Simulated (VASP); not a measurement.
# Bi (I4/mmm) in VASP: further runs

The runs below take Bi through single point, with PBEsol+D3(BJ).

Everything below comes from runs of VASP 6.6.1. Logs are shortened: lines on timing, memory, paths and dates and some standing lists are left out, and cuts for length are marked.

### 1 The cell of the first run

It takes space group I4/mmm (No. 139, tetragonal). The conventional cell has a = 3.611 Å, b = 3.611 Å, c = 4.193 Å, α = 90.00°, β = 90.00°, γ = 90.00°. Bi (site symmetry 4/mmm) has 14 Bi at 3.30 to 4.19 Å within 4.3 Å.

### 2 Single point, PBEsol+D3(BJ) (27.34 Å³/atom)

File INCAR:

```
SYSTEM = Bi
PREC     = Accurate       ! precision mode
ENCUT    = 520            ! plane-wave cutoff, eV
EDIFF    = 1E-7           ! SCF threshold, eV
ISMEAR   = 0              ! smearing method
SIGMA    = 0.15           ! smearing width, eV
LREAL    = .FALSE.        ! projectors in reciprocal space
LASPH    = .TRUE.         ! aspherical terms in the spheres
NELM     = 100            ! most SCF steps
ALGO     = Fast           ! electronic algorithm
ISIF     = 2              ! what is computed and relaxed
LWAVE    = .FALSE.        ! write WAVECAR
LCHARG   = .TRUE.         ! write CHGCAR
GGA      = PS             ! functional
IVDW     = 12             ! dispersion correction
LELF     = .TRUE.         ! ELF
LVHAR    = .TRUE.       
NBANDS   = 14             ! bands
```

File KPOINTS:

```
Automatic mesh
0
G
  18 18 18
  0 0 0
```

File POSCAR:

```
Bi
1.0
   -1.8056421146      1.8056421146      2.0967116235
    1.8056421146     -1.8056421146      2.0967116235
    1.8056421146      1.8056421146     -2.0967116235
Bi
1
Direct
    0.0000000000      0.0000000000      0.0000000000
```

Potentials or basis: VASP PAW PBE potentials, release 64 (Bi_d).

The run is started by

```console
cat potpaw_PBE.64/Bi_d/POTCAR > POTCAR
mpirun -np 1 vasp_std > vasp.out
```

OUTCAR:

```text
SYSTEM = Bi
   PREC = Accurate
   ENCUT = 520
   EDIFF = 1E-7
   ISMEAR = 0
   LREAL = .FALSE.
   LASPH = .TRUE.
   NELM = 100
   ISIF = 2
   GGA = PS
   IVDW = 12
 IVDW          = 12

 ion  position               nearest neighbor table
   1  0.000  0.000  0.000-

  LATTYP: Found a body centered tetragonal cell.
 ALAT       =     3.6112842292
 C/A-ratio  =     1.1612000000

  Lattice vectors:

 A1 = (  -1.8056421146,   1.8056421146,   2.0967116235)
 A2 = (   1.8056421146,  -1.8056421146,   2.0967116235)
 A3 = (   1.8056421146,   1.8056421146,  -2.0967116235)

Analysis of symmetry for initial positions (statically):
=====================================================================
 Subroutine PRICEL returns:
 Original cell was already a primitive cell.

 Routine SETGRP: Setting up the symmetry group for a
 body centered tetragonal supercell.

 Subroutine GETGRP returns: Found 16 space group operations
 (whereof 16 operations were pure point group operations)
 out of a pool of 16 trial point group operations.

The static configuration has the point symmetry D_4h.

Analysis of symmetry for dynamics (positions and initial velocities):
=====================================================================
 Subroutine PRICEL returns:
 Original cell was already a primitive cell.

 Routine SETGRP: Setting up the symmetry group for a
 body centered tetragonal supercell.

 Subroutine GETGRP returns: Found 16 space group operations
 (whereof 16 operations were pure point group operations)
 out of a pool of 16 trial point group operations.

The dynamic configuration has the point symmetry D_4h.

 Subroutine INISYM returns: Found 16 space group operations
 (whereof 16 operations are pure point group operations),
 and found     1 'primitive' translations

----------------------------------------------------------------------------------------

                                     Primitive cell

  volume of cell :      27.3440

  direct lattice vectors                    reciprocal lattice vectors
    -1.805642115  1.805642115  2.096711624     0.000000000  0.276909802  0.238468655
     1.805642115 -1.805642115  2.096711624     0.276909802  0.000000000  0.238468655
     1.805642115  1.805642115 -2.096711624     0.276909802  0.276909802  0.000000000

  length of vectors
     3.304071204  3.304071204  3.304071204     0.365439923  0.365439923  0.391609597

  position of ions in fractional coordinates (direct lattice)
     0.000000000  0.000000000  0.000000000

  ion indices of the primitive-cell ions
   primitive index   ion index
                 1           1

----------------------------------------------------------------------------------------

 KPOINTS: Automatic mesh

Automatic generation of k-mesh.
 Grid dimensions read from file:
 generate k-points for:   18   18   18

 Generating k-lattice:

  Cartesian coordinates                     Fractional coordinates (reciprocal lattice)
     0.000000000  0.015383878  0.013248259     0.055555556 -0.000000000  0.000000000
     0.015383878  0.000000000  0.013248259    -0.000000000  0.055555556  0.000000000
     0.015383878  0.015383878  0.000000000     0.000000000  0.000000000  0.055555556

  Length of vectors
     0.020302218  0.020302218  0.021756089

  Shift w.r.t. Gamma in fractional coordinates (k-lattice)
     0.000000000  0.000000000  0.000000000

 Subroutine IBZKPT returns following result:
 ===========================================

 Found    480 irreducible k-points:

 Following reciprocal coordinates:
            Coordinates               Weight
  0.000000  0.000000  0.000000      1.000000
  0.055556  0.000000 -0.000000      8.000000
  0.111111  0.000000 -0.000000      8.000000
  0.166667  0.000000 -0.000000      8.000000
  0.222222  0.000000 -0.000000      8.000000
  0.277778  0.000000 -0.000000      8.000000
[... 16 lines left out ...]
 -0.277778  0.055556  0.000000     16.000000
 -0.222222  0.055556  0.000000     16.000000
 [... further k-points ...]
   k-points           NKPTS =    480   k-points in BZ     NKDIM =    480   number of bands    NBANDS=     14
   number of dos      NEDOS =    301   number of ions     NIONS =      1
   total plane-waves  NPLWV =  21952
   dimension x,y,z NGX =    28 NGY =   28 NGZ =   28
   dimension x,y,z NGXF=    56 NGYF=   56 NGZF=   56
   ions per type =               1
   NGX,Y,Z   is equivalent  to a cutoff of  14.09, 14.09, 14.09 a.u.
   NGXF,Y,Z  is equivalent  to a cutoff of  28.18, 28.18, 28.18 a.u.
 SYSTEM =  Bi
   PREC   = accura    normal or accurate (medium, high low for compatibility)
   ISTART =      0    job   : 0-new  1-cont  2-samecut
   ICHARG =      2    charge: 1-file 2-atom 10-const
   ISPIN  =      1    spin polarized calculation?
   LNONCOLLINEAR =      F non collinear calculations
   LSORBIT =      F    spin-orbit coupling
   LASPH  =      T    aspherical Exc in radial PAW
   ENCUT  =  520.0 eV  38.22 Ry    6.18 a.u.   6.14  6.14  6.14*2*pi/ulx,y,z
   NELM   =    100;   NELMIN=  2; NELMDL= -5     # of ELM steps
   EDIFF  = 0.1E-06   stopping-criterion for ELM
   LREAL  =      F    real-space projection
   EDIFFG = 0.1E-05   stopping-criterion for IOM
   NSW    =      0    number of steps for IOM
   IBRION =     -1    ionic relax: 0-MD 1-quasi-New 2-CG
   NFREE  =      0    steps in history (QN), initial steepest desc. (CG)
   ISIF   =      2    stress and relaxation
   ISYM   =      2    0-nonsym 1-usesym 2-fastsym
   POTIM  = 0.5000    time-step for ionic-motion
   TEBEG  =    0.0;   TEEND  =   0.0 temperature during run
   PSTRESS=    0.0 pullay stress
   NELECT =      15.0000    total number of electrons
   NUPDOWN=      -1.0000    fix difference up-down
   EMIN   =  10.00;   EMAX   =-10.00  energy-range for DOS
   EFERMI =   0.00;   METHOD = LEGACY
   ISMEAR =     0;   SIGMA  =   0.15  broadening in eV -4-tet -1-fermi 0-gaus
   EFERMI_NEDOS =   21; number of points for ismear=-14 and -15
   IALGO  =     68    algorithm
   IMIX   =      4    mixing-type and parameters
     AMIX     =   0.40;   BMIX     =  1.00
     AMIX_MAG =   1.60;   BMIX_MAG =  1.00
  volume/ion in A,a.u.               =      27.34       184.53
  Fermi-wavevector in a.u.,A,eV,Ry     =   1.340143  2.532504 24.435846  1.795984
  Thomas-Fermi vector in A             =   2.468479
   LORBIT       =      0    0 simple, 1 ext, 2 COOP (PROOUT), +10 PAW based schemes
   GGA     = PS    functional components
   LHFCALC =     F    Hartree Fock is set to
   AEXX    =    0.0000 exact exchange contribution
   IVDW    =    12    specifies the selected vdW correction
   LEPSILON=     F    determine dielectric tensor
   LRPA    =     F    only Hartree local field effects (RPA)
 non-spin polarized calculation
 RMM-DIIS sequential band-by-band and
 Gauss-broadening in eV      SIGMA  =   0.15
  energy-cutoff  :      520.00
  volume of cell :       27.34
 maximum number of plane-waves:       756
 NGX is ok and might be reduce to    28
   NGX = 13   NGY = 13   NGZ = 13

 number of electron      15.0000002 magnetization

 Free energy of the ion-electron system (eV)
  ---------------------------------------------------
  ext. energy  EPLUGINS =         0.00000000
  ---------------------------------------------------
  free energy    TOTEN  =        -4.14400981 eV

  energy without entropy =       -4.13742960  energy(sigma->0) =       -4.14071970

 E-fermi :   9.4793     XC(G=0): -11.0708

 val. band max:        9.4734588047   @ k =  -0.2222  -0.2222   0.1667
 cond. band min:       9.4876449547   @ k =  -0.2778  -0.3333   0.2222
 fundamental gap:      0.0141861500
 Fermi energy:         9.4792517353

 k-point     1 :       0.0000    0.0000    0.0000
  band No.  band energies     occupation
      1     -13.6248      2.00000
      2     -13.6248      2.00000
      3     -13.5623      2.00000
      4     -13.4764      2.00000
      5     -13.4083      2.00000
      6      -5.0595      2.00000
      7      15.2641      0.00000
      8      15.5887      0.00000
      9      15.5887      0.00000
     10      18.9492      0.00000
     11      20.1265      0.00000
     12      21.0981      0.00000
     13      21.1008      0.00000
     14      21.2847      0.00000

 k-point     2 :       0.0556    0.0000   -0.0000
  band No.  band energies     occupation
      1     -13.6217      2.00000
      2     -13.6208      2.00000
      3     -13.5598      2.00000
      4     -13.4767      2.00000
      5     -13.4100      2.00000
      6      -4.9963      2.00000
      7      14.6483      0.00000
      8      15.3906      0.00000
      9      15.4172      0.00000
     10      18.7040      0.00000
     11      20.5347      0.00000
     12      20.7967      0.00000
     13      20.8228      0.00000
     14      21.5597      0.00000

 k-point     3 :       0.1111    0.0000   -0.0000
  band No.  band energies     occupation
      1     -13.6137      2.00000
      2     -13.6130      2.00000
      3     -13.5481      2.00000
      4     -13.4778      2.00000
      5     -13.4145      2.00000
      6      -4.8069      2.00000
      7      13.0477      0.00000
      8      14.9722      0.00000
      9      15.2471      0.00000
     10      18.3278      0.00000
     11      20.2670      0.00000
     12      20.3346      0.00000
     13      21.1206      0.00000
     14      22.2370      0.00000
[... 324 lines left out ...]
 k-point    23 :      -0.2778    0.0556    0.0000
  band No.  band energies     occupation
      1     -13.6211      2.00000
      2     -13.5865      2.00000
      3     -13.4799      2.00000
      4     -13.4571      2.00000
      5     -13.4188      2.00000
      6      -3.7078      2.00000
      7       8.4402      2.00000
      8      13.2082      0.00000
      9      14.2778      0.00000
     10      17.8637      0.00000
     11      18.5306      0.00000
     12      19.6605      0.00000
     13      23.1132      0.00000
     14      23.4459      0.00000

 k-point    24 :      -0.2222    0.0556    0.0000
  band No.  band energies     occupation
      1     -13.6172      2.00000
      2     -13.5936      2.00000
      3     -13.5000      2.00000
      4     -13.4754      2.00000
      5     -13.4196      2.00000
      6      -4.2064      2.00000
      7      10.1717      0.00000
      8      13.8412      0.00000
      9      14.5424      0.00000
     10      18.0901      0.00000
     11      18.7526      0.00000
     12      20.0434      0.00000
     13      22.1417      0.00000
     14      22.7952      0.00000

 [... further k-points ...]

------------------------ aborting loop because EDIFF is reached ----------------------------------------

 Edisp (eV)   -0.59959

 E8    (eV) :    -0.4293

  FORCE on cell =-STRESS in cart. coord.  units (eV):
  Direction    XX          YY          ZZ          XY          YZ          ZX
  --------------------------------------------------------------------------------------
  -------------------------------------------------------------------------------------
  Total       0.72549     0.72549     0.31046     0.00000    -0.00000     0.00000
  in kB      42.50905    42.50905    18.19095     0.00000    -0.00000     0.00000
  external pressure =       34.40 kB  Pullay stress =        0.00 kB

 VOLUME and BASIS-vectors are now :
 -----------------------------------------------------------------------------
  energy-cutoff  :      520.00
  volume of cell :       27.34
      direct lattice vectors                 reciprocal lattice vectors
    -1.805642115  1.805642115  2.096711624     0.000000000  0.276909802  0.238468655
     1.805642115 -1.805642115  2.096711624     0.276909802  0.000000000  0.238468655
     1.805642115  1.805642115 -2.096711624     0.276909802  0.276909802  0.000000000

 POSITION                                       TOTAL-FORCE (eV/Angst)
 -----------------------------------------------------------------------------------
      0.00000      0.00000      0.00000         0.000000      0.000000      0.000000
 -----------------------------------------------------------------------------------
    total drift:                               -0.000000     -0.000000      0.000000

  FREE ENERGIE OF THE ION-ELECTRON SYSTEM (eV)
  ---------------------------------------------------
  free  energy   TOTEN  =        -4.7436044025 eV

  energy  without entropy=       -4.7370241929  energy(sigma->0) =       -4.74031430
```

It took 5.2 min on 1 thread of Intel Xeon 8259CL, shared host; peak memory 0.3 GiB.

Results:

```
Free energy                : -4.7436 eV
Pressure                   : 3.4 GPa
Band gap on the k mesh     : zero (an odd number of electrons rules out a gap without spin polarisation)
Dispersion energy per atom : -0.600 eV
```

Caveat: the cell stands under pressure; the PAW data sets were made with another functional, which shifts forces and pressure a little; spin-orbit coupling is left out, which moves the levels of the heavy elements.

### 3 Single point, PBEsol+D3(BJ) (27.34 Å³/atom)

File INCAR:

```
ALGO = Fast ; EDIFF = 1E-7
ENCUT = 520 ; GGA = PS
ISIF = 2 ; ISMEAR = 0
IVDW = 12 ; LASPH = True
LCHARG = True ; LELF = True
LREAL = False ; LVHAR = True
LWAVE = False ; NBANDS = 14
NELM = 60 ; PREC = Accurate
SIGMA = 0.15
```

File KPOINTS:

```
k-points
0
Gamma
  18 18 18
```

File POSCAR:

```
Bi
1.0
   -1.6343883393      1.6343883393      2.5591252616
    1.6343883393     -1.6343883393      2.5591252616
    1.6343883393      1.6343883393     -2.5591252616
Bi
1
Direct
    0.0000000000      0.0000000000      0.0000000000
```

Potentials or basis: VASP PAW PBE potentials, release 64 (Bi_d).

The run is started by

```console
cat potpaw_PBE.64/Bi_d/POTCAR > POTCAR
mpirun -np 1 vasp_std > vasp.out
```

OUTCAR:

```text
EDIFF = 1E-7
   ENCUT = 520
   GGA = PS
   ISIF = 2
   ISMEAR = 0
   IVDW = 12
   LASPH = True
   LREAL = False
   NELM = 60
   PREC = Accurate
 IVDW          = 12

 ion  position               nearest neighbor table
   1  0.000  0.000  0.000-

  LATTYP: Found a body centered tetragonal cell.
 ALAT       =     3.2687766786
 C/A-ratio  =     1.5658000000

  Lattice vectors:

 A1 = (  -1.6343883393,   1.6343883393,   2.5591252616)
[... 589 lines left out ...]
     13      21.5095      0.00000
     14      23.3824      0.00000

 [... further k-points ...]

------------------------ aborting loop because EDIFF is reached ----------------------------------------

 Edisp (eV)   -0.59964

 E8    (eV) :    -0.4294

  FORCE on cell =-STRESS in cart. coord.  units (eV):
  Direction    XX          YY          ZZ          XY          YZ          ZX
  --------------------------------------------------------------------------------------
  -------------------------------------------------------------------------------------
  Total       0.68715     0.68715     0.57888     0.00000     0.00000     0.00000
  in kB      40.26220    40.26220    33.91853     0.00000     0.00000     0.00000
  external pressure =       38.15 kB  Pullay stress =        0.00 kB

 VOLUME and BASIS-vectors are now :
 -----------------------------------------------------------------------------
  energy-cutoff  :      520.00
  volume of cell :       27.34
      direct lattice vectors                 reciprocal lattice vectors
    -1.634388339  1.634388339  2.559125262     0.000000000  0.305924845  0.195379260
     1.634388339 -1.634388339  2.559125262     0.305924845  0.000000000  0.195379260
     1.634388339  1.634388339 -2.559125262     0.305924845  0.305924845  0.000000000

 POSITION                                       TOTAL-FORCE (eV/Angst)
 -----------------------------------------------------------------------------------
      0.00000      0.00000      0.00000        -0.000000     -0.000000     -0.000000
 -----------------------------------------------------------------------------------
    total drift:                                0.000000     -0.000000     -0.000000

  FREE ENERGIE OF THE ION-ELECTRON SYSTEM (eV)
  ---------------------------------------------------
  free  energy   TOTEN  =        -4.7078541246 eV

  energy  without entropy=       -4.7006540115  energy(sigma->0) =       -4.70425407
```

stdout:

```text
POSCAR found type information on POSCAR Bi
 POSCAR found :  1 types and       1 ions
 scaLAPACK will be used
 -----------------------------------------------------------------------------
|                                                                             |
|                                                                             |
[... 22 lines left out ...]
WARNING in EDDRMM: call to ZHEGV failed, returncode =   8  4     14
WARNING in EDDRMM: call to ZHEGV failed, returncode =   8  4     12
WARNING in EDDRMM: call to ZHEGV failed, returncode =   6  3     11
WARNING in EDDRMM: call to ZHEGV failed, returncode =   6  3     13
WARNING in EDDRMM: call to ZHEGV failed, returncode =   6  3     12
 num prob  num prob  num prob WARNING in EDDRMM: call to ZHEGV failed, returncode =   6  3     13
WARNING in EDDRMM: call to ZHEGV failed, returncode =   6  3     11
```

Run time: 3.9 min. Hardware: 1 thread of Intel Xeon 8259CL, shared host; peak memory 0.3 GiB.

What came out:

```
Free energy                : -4.7079 eV
Pressure                   : 3.8 GPa
Band gap on the k mesh     : zero (an odd number of electrons rules out a gap without spin polarisation)
Dispersion energy per atom : -0.600 eV
```

Caveat: the cell stands under pressure; the PAW data sets were made with another functional, which shifts forces and pressure a little; spin-orbit coupling is left out, which moves the levels of the heavy elements.

[end of part 1 of 2]
